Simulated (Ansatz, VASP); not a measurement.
## Mg5Te2 in VASP and in Ansatz

```
Mg Te
1.0
     2.02485    1.16905   13.77035
    -2.02485    1.16905   13.77035
     0.00000   -2.33809   13.77035
Mg Te
5 2
Direct
  0.41895 0.41895 0.41895
  0.00000 0.00000 0.00000
  0.13911 0.13911 0.13911
  0.86089 0.86089 0.86089
  0.58105 0.58105 0.58105
  0.70995 0.70995 0.70995
  0.29005 0.29005 0.29005
```

Alike in both runs: functional PBE; k mesh 5 × 5 × 5; occupations gaussian, width 0.2 eV; no spin polarisation.

Ansatz relaxed the structure, and its values are those at the end. VASP's run is a single point on that final structure, the one shown.

```csv
,VASP,Ansatz
version,VASP 6.6.1,Ansatz 0.2.0
potentials or method,"VASP PAW PBE potentials, release 64 (Mg, Te), cutoff 520 eV","scalar-relativistic, plane waves, PAW"
valence electrons in the cell,22,82
```

|  | VASP | Ansatz | Ansatz less VASP |
| --- | --- | --- | --- |
| gap on the k mesh at the Fermi level (eV) | none | none | - |
| pressure (GPa) | 0.1 | 0.2 | +0.05 |
| rms of the force components (eV/Å) | 0.023 | 0.023 | +0.0008 |

A gap of «none» marks a metal or a gap that the smearing closes. VASP's potentials hold 22 valence electrons a cell and Ansatz's 82, so a difference there can come from the potentials and not from the codes.

Spin-orbit coupling is off throughout.
